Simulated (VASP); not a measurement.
Here is a VASP 6.6.1 calculation.

Contents of INCAR:

```
SYSTEM = HgTe
PREC     = Accurate       ! precision mode
ENCUT    = 520            ! plane-wave cutoff, eV
EDIFF    = 1E-6           ! SCF threshold, eV
ISMEAR   = -1             ! smearing method
SIGMA    = 0.08           ! smearing width, eV
LREAL    = .False.        ! projectors in reciprocal space
LASPH    = .True.         ! aspherical terms in the spheres
NELM     = 60             ! most SCF steps
ALGO     = Normal         ! electronic algorithm
ISIF     = 2              ! what is computed and relaxed
LWAVE    = .False.        ! write WAVECAR
LCHARG   = .False.        ! write CHGCAR
NBANDS   = 16             ! bands
```

The input KPOINTS:

```
Automatic mesh
0
Gamma
  10 10 10
  0 0 0
```

File POSCAR:

```
HgTe
1.0
    0.0000000000      2.9799300000      2.9215000000
    2.9799300000      0.0000000000      2.9215000000
    2.9799300000      2.9799300000      0.0000000000
Hg Te
1 1
Direct
    0.0000000000      0.0000000000      0.0000000000
    0.5000000000      0.5000000000      0.5000000000
```

Potentials or basis: VASP PAW LDA potentials, release 64 (Hg, Te).

The run is started by

```sh
$ cat potpaw_LDA.64/Hg/POTCAR potpaw_LDA.64/Te/POTCAR > POTCAR
$ mpirun -np 1 vasp_std > vasp.out
```

Q: Estimate the band gap on the k mesh.

A: Zero (band 9 reaches 5.72 eV, above the bottom of band 10 at 2.58 eV).

Q: What does it give for the pressure?

A: 1.3 GPa.

Stress tensor (GPa, compression positive):
```
0.58 0.00 0.00
0.00 0.58 0.00
0.00 0.00 2.70
```

Caveat: the cell differs from its parent crystal (equal xx and yy strain of +2 %); spin-orbit coupling is left out, which moves the levels of the heavy elements.
